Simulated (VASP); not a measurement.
# Sn3Pb5Se8 (R-3m) in VASP: notebook

The runs below take Sn3Pb5Se8 through relaxation of cell and atoms, with PBEsol.

Everything below comes from runs of VASP 6.6.1. Logs are shortened: lines on timing, memory, paths and dates and some standing lists are left out, and cuts for length are marked.

## 1. The cell of the first run

It takes space group R-3m (No. 166, trigonal). Conventional cell: a = 8.603 Å, b = 8.603 Å, c = 21.073 Å, α = 90.00°, β = 90.00°, γ = 120.00°. Sn (site symmetry 2/m) has 6 Se at 3.04 Å within 4.0 Å. Pb (site symmetry -3m) has 6 Se at 3.04 Å within 4.0 Å. Within 4.0 Å of Pb (site symmetry -3m) lie 6 Se at 3.04 Å. Pb (site symmetry 2/m) has 6 Se at 3.04 Å within 4.0 Å. Within 4.0 Å of Se (site symmetry m) lie 4 Pb at 3.04 Å and 2 Sn at 3.04 Å. Within 4.0 Å of Se (site symmetry 3m) lie 3 Sn at 3.04 Å and 3 Pb at 3.04 Å.

## 2. Relaxation of cell and atoms, PBEsol

The input, INCAR:

```
SYSTEM = Sn3Pb5Se8
  PREC = Accurate
  ENCUT = 600
  EDIFF = 1E-6
  ISMEAR = 0
  SIGMA = 0.03
  LREAL = .FALSE.
  LASPH = .TRUE.
  NELM = 80
  ALGO = Normal
  ISIF = 3
  LWAVE = .FALSE.
  LCHARG = .FALSE.
  GGA = PS
  IBRION = 2
  NSW = 90
  EDIFFG = -0.01
  KPAR = 4
```

The input, KPOINTS:

```
regular mesh
0
G
  6 6 5
  0 0 0
```

The input, POSCAR:

```
Sn3Pb5Se8
1.0
    0.0000000000      6.0833125000     -6.0833125000
   -6.0833125000      0.0000000000     -6.0833125000
   -6.0833125000      6.0833125000      0.0000000000
Sn Pb Se
3 5 8
Direct
    0.5000000000      0.5000000000      0.0000000000
    0.0000000000      0.5000000000      0.0000000000
    0.5000000000      0.0000000000      0.0000000000
    0.0000000000      0.0000000000      0.0000000000
    0.5000000000      0.5000000000      0.5000000000
    0.0000000000      0.5000000000      0.5000000000
    0.5000000000      0.0000000000      0.5000000000
    0.0000000000      0.0000000000      0.5000000000
    0.7500000000      0.7500000000      0.2500000000
    0.2500000000      0.7500000000      0.2500000000
    0.7500000000      0.2500000000      0.2500000000
    0.2500000000      0.2500000000      0.2500000000
    0.7500000000      0.7500000000      0.7500000000
    0.2500000000      0.7500000000      0.7500000000
    0.7500000000      0.2500000000      0.7500000000
    0.2500000000      0.2500000000      0.7500000000
```

Potentials or basis: VASP PAW PBE potentials, release 64 (Sn_d, Pb_d, Se).

Started as:

```sh
> cat potpaw_PBE.64/Sn_d/POTCAR potpaw_PBE.64/Pb_d/POTCAR potpaw_PBE.64/Se/POTCAR > POTCAR
> mpirun -np 4 vasp_std > vasp.out
```

OUTCAR:

```text
SYSTEM = Sn3Pb5Se8
   PREC = Accurate
   ENCUT = 600
   EDIFF = 1E-6
   ISMEAR = 0
   LREAL = .FALSE.
   LASPH = .TRUE.
   NELM = 80
   ISIF = 3
   GGA = PS
   IBRION = 2
   NSW = 90
   EDIFFG = -0.01

 ion  position               nearest neighbor table
   1  0.500  0.500  0.000-  10 3.04  11 3.04  12 3.04  13 3.04  14 3.04  15 3.04
   2  0.000  0.500  0.000-   9 3.04  11 3.04  12 3.04  13 3.04  14 3.04  16 3.04
   3  0.500  0.000  0.000-   9 3.04  10 3.04  12 3.04  13 3.04  15 3.04  16 3.04
   4  0.000  0.000  0.000-   9 3.04  10 3.04  11 3.04  14 3.04  15 3.04  16 3.04
   5  0.500  0.500  0.500-   9 3.04  10 3.04  11 3.04  14 3.04  15 3.04  16 3.04
   6  0.000  0.500  0.500-   9 3.04  10 3.04  12 3.04  13 3.04  15 3.04  16 3.04
[... 8 lines left out ...]
  15  0.750  0.250  0.750-   1 3.04   3 3.04   4 3.04   5 3.04   6 3.04   8 3.04
  16  0.250  0.250  0.750-   2 3.04   3 3.04   4 3.04   5 3.04   6 3.04   7 3.04

  LATTYP: Found a face centered cubic cell.
 ALAT       =    12.1666250000

  Lattice vectors:

 A1 = (   0.0000000000,   6.0833125000,  -6.0833125000)
 A2 = (  -6.0833125000,   0.0000000000,  -6.0833125000)
 A3 = (  -6.0833125000,   6.0833125000,   0.0000000000)

Analysis of symmetry for initial positions (statically):
=====================================================================
 Subroutine PRICEL returns:
 Original cell was already a primitive cell.

 Routine SETGRP: Setting up the symmetry group for a
 face centered cubic supercell.

 Subroutine GETGRP returns: Found 12 space group operations
 (whereof 12 operations were pure point group operations)
 out of a pool of 48 trial point group operations.

The static configuration has the point symmetry D_3d.

Analysis of symmetry for dynamics (positions and initial velocities):
=====================================================================
 Subroutine PRICEL returns:
 Original cell was already a primitive cell.

 Routine SETGRP: Setting up the symmetry group for a
 face centered cubic supercell.

 Subroutine GETGRP returns: Found 12 space group operations
 (whereof 12 operations were pure point group operations)
 out of a pool of 48 trial point group operations.

The dynamic configuration has the point symmetry D_3d.

 Subroutine INISYM returns: Found 12 space group operations
 (whereof 12 operations are pure point group operations),
 and found     1 'primitive' translations

----------------------------------------------------------------------------------------

                                     Primitive cell

  volume of cell :     450.2465

  direct lattice vectors                    reciprocal lattice vectors
     0.000000000  6.083312500 -6.083312500     0.082192062  0.082192062 -0.082192062
    -6.083312500  0.000000000 -6.083312500    -0.082192062 -0.082192062 -0.082192062
    -6.083312500  6.083312500  0.000000000    -0.082192062  0.082192062  0.082192062

  length of vectors
     8.603103042  8.603103042  8.603103042     0.142360828  0.142360828  0.142360828

  position of ions in fractional coordinates (direct lattice)
     0.500000000  0.500000000  0.000000000
     0.000000000  0.500000000  0.000000000
     0.500000000  0.000000000  0.000000000
     0.000000000  0.000000000  0.000000000
     0.500000000  0.500000000  0.500000000
     0.000000000  0.500000000  0.500000000
[... 8 lines left out ...]
     0.750000000  0.250000000  0.750000000
     0.250000000  0.250000000  0.750000000

  ion indices of the primitive-cell ions
   primitive index   ion index
                 1           1
                 2           2
                 3           3
                 4           4
                 5           5
                 6           6
[... 8 lines left out ...]
                15          15
                16          16

----------------------------------------------------------------------------------------

 KPOINTS: regular mesh

Automatic generation of k-mesh.
 Grid dimensions read from file:
 generate k-points for:    6    6    5

 Generating k-lattice:

[... 20 lines left out ...]
|     Your reciprocal lattice and k-lattice belong to different lattice       |
|     classes:                                                                |
|                                                                             |
|        The reciprocal lattice is body-centered cubic,                       |
|        whereas your k-lattice is base-centered monoclinic.                  |
|                                                                             |
|     Results are often still useful ...                                      |
|                                                                             |
 -----------------------------------------------------------------------------

 WARNING: IBZKPT: internal override: KBLOWUP is changed to .FALSE.
      ... skipping the blow-up phase ...

 Subroutine IBZKPT returns following result:
 ===========================================

 Found     55 irreducible k-points:

 Following reciprocal coordinates:
            Coordinates               Weight
  0.000000  0.000000  0.000000      1.000000
  0.166667  0.000000  0.000000      4.000000
  0.333333  0.000000  0.000000      4.000000
  0.500000  0.000000  0.000000      2.000000
  0.166667  0.166667  0.000000      2.000000
  0.333333  0.166667  0.000000      4.000000
[... 16 lines left out ...]
 -0.333333  0.166667  0.200000      4.000000
 -0.166667  0.166667  0.200000      4.000000
 [... further k-points ...]
   k-points           NKPTS =     55   k-points in BZ     NKDIM =     55   number of bands    NBANDS=     96
   number of dos      NEDOS =    301   number of ions     NIONS =     16
   total plane-waves  NPLWV = 343000
   dimension x,y,z NGX =    70 NGY =   70 NGZ =   70
   dimension x,y,z NGXF=   140 NGYF=  140 NGZF=  140
   ions per type =               3   5   8
   NGX,Y,Z   is equivalent  to a cutoff of  13.53, 13.53, 13.53 a.u.
   NGXF,Y,Z  is equivalent  to a cutoff of  27.05, 27.05, 27.05 a.u.
 SYSTEM =  Sn3Pb5Se8
   PREC   = accura    normal or accurate (medium, high low for compatibility)
   ISTART =      0    job   : 0-new  1-cont  2-samecut
   ICHARG =      2    charge: 1-file 2-atom 10-const
   ISPIN  =      1    spin polarized calculation?
   LNONCOLLINEAR =      F non collinear calculations
   LSORBIT =      F    spin-orbit coupling
   LASPH  =      T    aspherical Exc in radial PAW
   ENCUT  =  600.0 eV  44.10 Ry    6.64 a.u.  17.18 17.18 17.18*2*pi/ulx,y,z
   NELM   =     80;   NELMIN=  2; NELMDL= -5     # of ELM steps
   EDIFF  = 0.1E-05   stopping-criterion for ELM
   LREAL  =      F    real-space projection
   EDIFFG = -.1E-01   stopping-criterion for IOM
   NSW    =     90    number of steps for IOM
   IBRION =      2    ionic relax: 0-MD 1-quasi-New 2-CG
   NFREE  =      1    steps in history (QN), initial steepest desc. (CG)
   ISIF   =      3    stress and relaxation
   ISYM   =      2    0-nonsym 1-usesym 2-fastsym
   POTIM  = 0.5000    time-step for ionic-motion
   TEBEG  =    0.0;   TEEND  =   0.0 temperature during run
   PSTRESS=    0.0 pullay stress
   NELECT =     160.0000    total number of electrons
   NUPDOWN=      -1.0000    fix difference up-down
   EMIN   =  10.00;   EMAX   =-10.00  energy-range for DOS
   EFERMI =   0.00;   METHOD = LEGACY
   ISMEAR =     0;   SIGMA  =   0.03  broadening in eV -4-tet -1-fermi 0-gaus
   EFERMI_NEDOS =   21; number of points for ismear=-14 and -15
   IALGO  =     38    algorithm
   IMIX   =      4    mixing-type and parameters
     AMIX     =   0.40;   BMIX     =  1.00
     AMIX_MAG =   1.60;   BMIX_MAG =  1.00
  volume/ion in A,a.u.               =      28.14       189.90
  Fermi-wavevector in a.u.,A,eV,Ry     =   1.159573  2.191275 18.294518  1.344609
  Thomas-Fermi vector in A             =   2.296164
   LORBIT       =      0    0 simple, 1 ext, 2 COOP (PROOUT), +10 PAW based schemes
   GGA     = PS    functional components
   LHFCALC =     F    Hartree Fock is set to
   AEXX    =    0.0000 exact exchange contribution
   IVDW    =     0    specifies the selected vdW correction
   LEPSILON=     F    determine dielectric tensor
   LRPA    =     F    only Hartree local field effects (RPA)
 conjugate gradient relaxation of ions
 non-spin polarized calculation
 Gauss-broadening in eV      SIGMA  =   0.03
  energy-cutoff  :      600.00
  volume of cell :      450.25
 maximum number of plane-waves:     15065
 NGX is ok and might be reduce to    70
   NGX = 35   NGY = 35   NGZ = 35

--------------------------------------- Ionic step        1  -------------------------------------------

 number of electron     159.9999991 magnetization

 Free energy of the ion-electron system (eV)
  ---------------------------------------------------
  ext. energy  EPLUGINS =         0.00000000
  ---------------------------------------------------
  free energy    TOTEN  =       -71.37429434 eV

  energy without entropy =      -71.37401332  energy(sigma->0) =      -71.37415383

------------------------ aborting loop because EDIFF is reached ----------------------------------------

  FORCE on cell =-STRESS in cart. coord.  units (eV):
  Direction    XX          YY          ZZ          XY          YZ          ZX
  --------------------------------------------------------------------------------------
  -------------------------------------------------------------------------------------
  Total       -2.3589106     -2.3589106     -2.3589106      0.0120450     -0.0120450      0.0120450
  in kB       -8.3940525     -8.3940525     -8.3940525      0.0428615     -0.0428615      0.0428615
  external PRESSURE =      -8.3940525 kB  Pullay stress =       0.0000000 kB
[... 187 lines left out ...]
--------------------------------------- Ionic step        5  -------------------------------------------

 number of electron     159.9999999 magnetization

 Free energy of the ion-electron system (eV)
  ---------------------------------------------------
  ext. energy  EPLUGINS =         0.00000000
  ---------------------------------------------------
  free energy    TOTEN  =       -71.44900370 eV

  energy without entropy =      -71.44872429  energy(sigma->0) =      -71.44886399

 E-fermi :   5.3986     XC(G=0):  -9.8235

 val. band max:        5.3893408567   @ k =   0.0000   0.0000   0.0000
 cond. band min:       5.6493236985   @ k =   0.0000   0.0000   0.0000
 fundamental gap:      0.2599828418
 Fermi energy:         5.3986243244

 k-point     1 :       0.0000    0.0000    0.0000
  band No.  band energies     occupation
      1     -16.0555      2.00000
      2     -16.0495      2.00000
      3     -16.0495      2.00000
      4     -16.0393      2.00000
      5     -16.0393      2.00000
      6     -16.0384      2.00000
[... 2269 lines left out ...]
     91       8.6772      0.00000
     92       8.7159      0.00000

 [... further k-points ...]

 [bands above 92 left out]

------------------------ aborting loop because EDIFF is reached ----------------------------------------

  FORCE on cell =-STRESS in cart. coord.  units (eV):
  Direction    XX          YY          ZZ          XY          YZ          ZX
  --------------------------------------------------------------------------------------
  -------------------------------------------------------------------------------------
  Total        0.1055244      0.1055244      0.1055244     -0.0256300      0.0256300     -0.0256300
  in kB        0.3823670      0.3823670      0.3823670     -0.0928702      0.0928702     -0.0928702
  external PRESSURE =       0.3823670 kB  Pullay stress =       0.0000000 kB
[... 31 lines left out ...]
  FREE ENERGIE OF THE ION-ELECTRON SYSTEM (eV)
  ---------------------------------------------------
  free  energy   TOTEN  =       -71.4490037004 eV

  energy  without entropy=      -71.4487242859  energy(sigma->0) =      -71.44886399

 reached required accuracy - stopping structural energy minimisation
```

Wall time 76 min (4 MPI ranks of Intel Xeon Platinum 8259CL at 2.50GHz (Skylake/Cascade Lake), shared host); peak memory 2.3 GiB.

What came out:

* Free energy: -71.4490 eV
* Relaxed volume: 27.64 Å³/atom
* Relaxed cell: a = 8.552 Å, b = 8.552 Å, c = 8.551 Å, α = 60.00°, β = 60.00°, γ = 60.00°
* Space group after relaxing (to 0.1 Å): R-3m (No. 166)
* Energy gained by relaxing: 4.7 meV/atom
* Ionic steps: 5
* Pressure after relaxing: 0.0 GPa
* Largest force after relaxing: 0.004 eV/Å
* Band gap on the k mesh: zero (filled and empty bands touch)

Forces on the atoms (eV/Å):
```
Sn   0.000  0.000  0.000
Sn   0.000  0.000  0.000
Sn   0.000  0.000  0.000
Pb   0.000  0.000  0.000
Pb   0.000  0.000  0.000
Pb   0.000  0.000  0.000
Pb   0.000  0.000  0.000
Pb   0.000  0.000  0.000
Se   0.002 -0.002  0.000
Se   0.002  0.000 -0.002
Se   0.000 -0.002 -0.002
Se  -0.002  0.002  0.002
Se   0.002 -0.002 -0.002
Se   0.000  0.002  0.002
Se  -0.002  0.000  0.002
Se  -0.002  0.002  0.000
```

The path:
| step | energy change (eV) | largest force (eV/Å) | pressure (GPa) | volume (Å³) |
| --- | --- | --- | --- | --- |
| 1 | 0.0000 | 0.3061 | -0.84 | 450.25 |
| 2 | -0.0416 | 0.2444 | 0.28 | 440.71 |
| 3 | -0.0418 | 0.2396 | 0.36 | 440.01 |
| 4 | -0.0627 | 0.1415 | 0.23 | 440.87 |
| 5 | -0.0747 | 0.0036 | 0.04 | 442.16 |

Final structure:
```xyz
16
Lattice="0.0000 6.0469 -6.0469 -6.0469 0.0000 -6.0469 -6.0465 6.0465 -0.0004" Properties=species:S:1:pos:R:3 pbc="T T T"
Sn   -3.0234    3.0234   -6.0469
Sn   -3.0234    0.0000   -3.0234
Sn    0.0000    3.0234   -3.0234
Pb    0.0000    0.0000    0.0000
Pb   -6.0467    6.0467   -6.0470
Pb   -6.0467    3.0233   -3.0236
Pb   -3.0233    6.0467   -3.0236
Pb   -3.0233    3.0233   -0.0002
Se   -6.0134    6.0134   -9.0704
Se   -6.0134    3.0234   -6.0803
Se   -3.0234    6.0134   -6.0803
Se   -2.9901    2.9901   -3.0568
Se   -9.1033    9.1033   -9.0373
Se   -9.0700    6.0800   -6.0138
Se   -6.0800    9.0700   -6.0138
Se   -6.0800    6.0800   -3.0237
```

Levels at points of the mesh, in eV from the Fermi level:
```csv
k point,band 76,band 77,band 78,band 79,band 80,band 81,band 82,band 83,band 84,band 85
"(0.00, 0.00, 0.00)",-1.70,-0.11,-0.03,-0.01,-0.01,-0.01,0.25,0.28,0.28,1.35
"(0.50, 0.00, 0.00)",-1.97,-1.97,-1.95,-1.09,-1.07,1.94,2.08,2.58,2.59,2.62
"(0.50, 0.50, 0.00)",-1.04,-0.96,-0.69,-0.57,-0.50,1.14,1.19,1.21,1.22,1.58
```

Caveat: semilocal functionals underestimate gaps, so a narrow gap can read as zero; the PAW data sets were made with another functional, which shifts forces and pressure a little; spin-orbit coupling is left out, which moves the levels of the heavy elements.

(Continued in part 2 of 2.)
